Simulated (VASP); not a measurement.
# Sb2Pt (Cm) in VASP: single point with PBE

Aim: the single point of Sb2Pt with PBE.

Program: VASP 6.6.1. These are calculated values, not measurements. Logs are shortened: lines on timing, memory, paths and dates and some standing lists are left out, and cuts for length are marked.

### Step 1. The cell of the first run

It takes space group Cm (No. 8, monoclinic). Conventional cell: a = 7.032 Å, b = 4.060 Å, c = 5.226 Å, α = 90.00°, β = 90.00°, γ = 90.00°. Pt (site symmetry m) has 6 Sb at 2.62 to 2.88 Å within 3.5 Å. Within 3.7 Å of Sb (site symmetry m) lie 3 Pt at 2.62 to 2.88 Å and 6 Sb at 3.31 to 3.65 Å. Sb (site symmetry m) has 3 Pt at 2.71 Å and 6 Sb at 3.31 to 3.65 Å within 3.7 Å.

### Step 2. Single point, PBE (atom 2 (Sb) moved 0.2 Å along y)

Input file INCAR:

```
SYSTEM = Sb2Pt
PREC = Accurate
ENCUT = 520
EDIFF = 1E-6
ISMEAR = 0
SIGMA = 0.05
LREAL = .FALSE.
LASPH = .TRUE.
NELM = 100
ALGO = Normal
ISIF = 2
LWAVE = .FALSE.
LCHARG = .TRUE.
GGA = PE
LELF = .TRUE.
LVHAR = .TRUE.
NBANDS = 17
```

Input file KPOINTS:

```
Automatic mesh
0
G
  10 10 6
  0 0 0
```

Input file POSCAR:

```
Sb2Pt
1.0
    4.0599872515      0.0000000000      0.0000000000
   -2.0299936257      3.5160520988      0.0000000000
    0.0000000000      0.0000000000      5.2259058719
Pt Sb
1 2
Direct
    0.0000000000      0.0000000000      0.0000000000
    0.3617743226      0.7235486452      0.2584105895
    0.6666666667      0.3333333333      0.7415894105
```

Potentials or basis: VASP PAW PBE potentials, release 64 (Pt, Sb).

Run with:

```sh
cat potpaw_PBE.64/Pt/POTCAR potpaw_PBE.64/Sb/POTCAR > POTCAR
mpirun -np 1 vasp_std > vasp.out
```

OUTCAR:

```text
SYSTEM = Sb2Pt
   PREC = Accurate
   ENCUT = 520
   EDIFF = 1E-6
   ISMEAR = 0
   LREAL = .FALSE.
   LASPH = .TRUE.
   NELM = 100
   ISIF = 2
   GGA = PE

 ion  position               nearest neighbor table
   1  0.000  0.000  0.000-   2 2.62   2 2.62   3 2.71   3 2.71   3 2.71   2 2.88
   2  0.362  0.724  0.258-   1 2.62   1 2.62   1 2.88   3 3.31   3 3.45   3 3.52   3 3.52   3 3.65
                             3 3.65
   3  0.667  0.333  0.742-   1 2.71   1 2.71   1 2.71   2 3.31   2 3.45   2 3.52   2 3.52   2 3.65
                             2 3.65

  LATTYP: Found a hexagonal cell.
 ALAT       =     4.0599872515
 C/A-ratio  =     1.2871729757

  Lattice vectors:

 A1 = (   4.0599872515,   0.0000000000,   0.0000000000)
 A2 = (  -2.0299936257,   3.5160520988,   0.0000000000)
 A3 = (   0.0000000000,   0.0000000000,   5.2259058719)

Analysis of symmetry for initial positions (statically):
=====================================================================
 Subroutine PRICEL returns:
 Original cell was already a primitive cell.

 Routine SETGRP: Setting up the symmetry group for a
 hexagonal supercell.

 Subroutine GETGRP returns: Found  2 space group operations
 (whereof  2 operations were pure point group operations)
 out of a pool of 24 trial point group operations.

The static configuration has the point symmetry C_1h.

Analysis of symmetry for dynamics (positions and initial velocities):
=====================================================================
 Subroutine PRICEL returns:
 Original cell was already a primitive cell.

 Routine SETGRP: Setting up the symmetry group for a
 hexagonal supercell.

 Subroutine GETGRP returns: Found  2 space group operations
 (whereof  2 operations were pure point group operations)
 out of a pool of 24 trial point group operations.

The dynamic configuration has the point symmetry C_1h.

 Subroutine INISYM returns: Found  2 space group operations
 (whereof  2 operations are pure point group operations),
 and found     1 'primitive' translations

----------------------------------------------------------------------------------------

                                     Primitive cell
[... 87 lines left out ...]
   ISPIN  =      1    spin polarized calculation?
   LNONCOLLINEAR =      F non collinear calculations
   LSORBIT =      F    spin-orbit coupling
   LASPH  =      T    aspherical Exc in radial PAW
   ENCUT  =  520.0 eV  38.22 Ry    6.18 a.u.   7.55  7.55  9.72*2*pi/ulx,y,z
   NELM   =    100;   NELMIN=  2; NELMDL= -5     # of ELM steps
   EDIFF  = 0.1E-05   stopping-criterion for ELM
   LREAL  =      F    real-space projection
   EDIFFG = 0.1E-04   stopping-criterion for IOM
   NSW    =      0    number of steps for IOM
   IBRION =     -1    ionic relax: 0-MD 1-quasi-New 2-CG
   NFREE  =      0    steps in history (QN), initial steepest desc. (CG)
   ISIF   =      2    stress and relaxation
   ISYM   =      2    0-nonsym 1-usesym 2-fastsym
   POTIM  = 0.5000    time-step for ionic-motion
   TEBEG  =    0.0;   TEEND  =   0.0 temperature during run
   PSTRESS=    0.0 pullay stress
   NELECT =      20.0000    total number of electrons
   NUPDOWN=      -1.0000    fix difference up-down
   EMIN   =  10.00;   EMAX   =-10.00  energy-range for DOS
   EFERMI =   0.00;   METHOD = LEGACY
   ISMEAR =     0;   SIGMA  =   0.05  broadening in eV -4-tet -1-fermi 0-gaus
   EFERMI_NEDOS =   21; number of points for ismear=-14 and -15
   IALGO  =     38    algorithm
   IMIX   =      4    mixing-type and parameters
     AMIX     =   0.40;   BMIX     =  1.00
     AMIX_MAG =   1.60;   BMIX_MAG =  1.00
  volume/ion in A,a.u.               =      24.87       167.81
  Fermi-wavevector in a.u.,A,eV,Ry     =   1.055612  1.994817 15.161199  1.114317
  Thomas-Fermi vector in A             =   2.190817
   LORBIT       =      0    0 simple, 1 ext, 2 COOP (PROOUT), +10 PAW based schemes
   GGA     = PE    functional components
   LHFCALC =     F    Hartree Fock is set to
   AEXX    =    0.0000 exact exchange contribution
   IVDW    =     0    specifies the selected vdW correction
   LEPSILON=     F    determine dielectric tensor
   LRPA    =     F    only Hartree local field effects (RPA)
 non-spin polarized calculation
 Gauss-broadening in eV      SIGMA  =   0.05
  energy-cutoff  :      520.00
  volume of cell :       74.60
 maximum number of plane-waves:      2031
   NGX = 15   NGY = 15   NGZ = 19

 number of electron      19.9999999 magnetization

 Free energy of the ion-electron system (eV)
  ---------------------------------------------------
  ext. energy  EPLUGINS =         0.00000000
  ---------------------------------------------------
  free energy    TOTEN  =       -15.29517680 eV

  energy without entropy =      -15.29240268  energy(sigma->0) =      -15.29378974

 E-fermi :   7.7855     XC(G=0): -10.4017

 val. band max:        7.7799238324   @ k =   0.2000   0.2000   0.3333
 cond. band min:       7.7855169529   @ k =   0.5000   0.4000   0.5000
 fundamental gap:      0.0055931204
 Fermi energy:         7.7854504313

 k-point     1 :       0.0000    0.0000    0.0000
  band No.  band energies     occupation
      1      -4.2065      2.00000
      2       0.0233      2.00000
      3       2.2158      2.00000
      4       3.0464      2.00000
      5       3.1610      2.00000
      6       4.5874      2.00000
[... 457 lines left out ...]
      4       3.4281      2.00000
      5       3.6230      2.00000
      6       3.8452      2.00000
[... 9 lines left out ...]
     16      14.5097      0.00000
     17      16.4283      0.00000

 [... further k-points ...]

------------------------ aborting loop because EDIFF is reached ----------------------------------------

  FORCE on cell =-STRESS in cart. coord.  units (eV):
  Direction    XX          YY          ZZ          XY          YZ          ZX
  --------------------------------------------------------------------------------------
  -------------------------------------------------------------------------------------
  Total        1.2674204     -0.8205263      0.3103788     -0.0000000     -1.1201462     -0.0000000
  in kB       27.2201010    -17.6222579      6.6659352     -0.0000000    -24.0571253     -0.0000000
  external PRESSURE =       5.4212594 kB  Pullay stress =       0.0000000 kB

 VOLUME and BASIS-vectors are now :
 -----------------------------------------------------------------------------
  energy-cutoff  :      520.00
  volume of cell :       74.60
      direct lattice vectors                 reciprocal lattice vectors
     4.059987251  0.000000000  0.000000000     0.246306192  0.142204946  0.000000000
    -2.029993626  3.516052099  0.000000000     0.000000000  0.284409893  0.000000000
     0.000000000  0.000000000  5.225905872     0.000000000  0.000000000  0.191354384

 POSITION                                       TOTAL-FORCE (eV/Angst)
 -----------------------------------------------------------------------------------
      0.00000      0.00000      0.00000         0.000000      0.674040     -0.205542
      0.00000      2.54403      1.35043        -0.000000     -0.738735      0.228358
      2.02999      1.17202      3.87548         0.000000      0.064694     -0.022816
 -----------------------------------------------------------------------------------
    total drift:                               -0.000000      0.000295      0.000005

  FREE ENERGIE OF THE ION-ELECTRON SYSTEM (eV)
  ---------------------------------------------------
  free  energy   TOTEN  =       -15.2951768046 eV

  energy  without entropy=      -15.2924026799  energy(sigma->0) =      -15.29378974
```

OSZICAR:

```text
N       E                     dE             d eps       ncg     rms          rms(c)
DAV:   1     0.982691022878E+02    0.98269E+02   -0.78165E+03  5848   0.982E+02
DAV:   2    -0.117509643951E+02   -0.11002E+03   -0.10505E+03  7375   0.185E+02
DAV:   3    -0.155623389746E+02   -0.38114E+01   -0.37630E+01  6967   0.387E+01
DAV:   4    -0.155948029958E+02   -0.32464E-01   -0.32440E-01  7109   0.393E+00
DAV:   5    -0.155952780020E+02   -0.47501E-03   -0.47499E-03  7363   0.484E-01    0.780E+00
DAV:   6    -0.153774692762E+02    0.21781E+00   -0.98632E-01  6201   0.858E+00    0.356E+00
DAV:   7    -0.153139994493E+02    0.63470E-01   -0.18745E-01  6114   0.402E+00    0.228E+00
DAV:   8    -0.152954687672E+02    0.18531E-01   -0.55477E-02  6739   0.187E+00    0.261E-01
DAV:   9    -0.152951348130E+02    0.33395E-03   -0.33781E-03  6324   0.449E-01    0.159E-01
DAV:  10    -0.152951833780E+02   -0.48565E-04   -0.71668E-04  7280   0.183E-01    0.259E-02
DAV:  11    -0.152951737734E+02    0.96046E-05   -0.52054E-05  6677   0.492E-02    0.163E-02
DAV:  12    -0.152951770986E+02   -0.33252E-05   -0.78546E-06  6498   0.180E-02    0.446E-03
DAV:  13    -0.152951768046E+02    0.29400E-06   -0.40874E-07  3744   0.394E-03
   1 F= -.15295177E+02 E0= -.15293790E+02  d E =-.277412E-02
```

It took 96 s on 1 thread of Intel Xeon Platinum 8559C (Emerald Rapids), shared host; peak memory 0.35 GiB.

Results:

```yaml
Free_energy: -15.2952 eV
Pressure: 0.5 GPa
Largest_force: 0.773 eV/Å
Band_gap_on_the_k_mesh: zero (bands 10 and 11 overlap by 3.52 eV)
```

Forces in eV/Å, atoms in the order of the input:
```
Pt   0.000  0.674 -0.206
Sb   0.000 -0.739  0.228
Sb   0.000  0.065 -0.023
```

Levels at points of the mesh, in eV from the Fermi level:
```
           k point  band 7  band 8  band 9  band 10  band 11  band 12  band 13  band 14
(0.00, 0.00, 0.00)   -3.08   -1.87    1.15     1.88     2.20     2.90     3.77     3.99
(0.50, 0.00, 0.00)   -2.79   -2.34   -1.80    -1.65    -1.50     1.55     4.15     5.10
(0.00, 0.50, 0.00)   -2.69   -2.03   -1.78    -1.75    -1.64     1.16     4.67     4.76
(0.00, 0.00, 0.50)   -3.11   -0.22    0.59     0.81     0.88     3.84     4.00     5.22
(0.50, 0.00, 0.50)   -2.97   -2.79   -2.47    -0.68     1.04     1.73     3.00     5.56
(0.00, 0.50, 0.50)   -2.87   -2.67   -2.30    -0.68     1.36     2.02     3.13     5.30
```

Caveat: the cell differs from its parent crystal (atom 2 (Sb) moved 0.2 Å along y); spin-orbit coupling is left out, which moves the levels of the heavy elements.
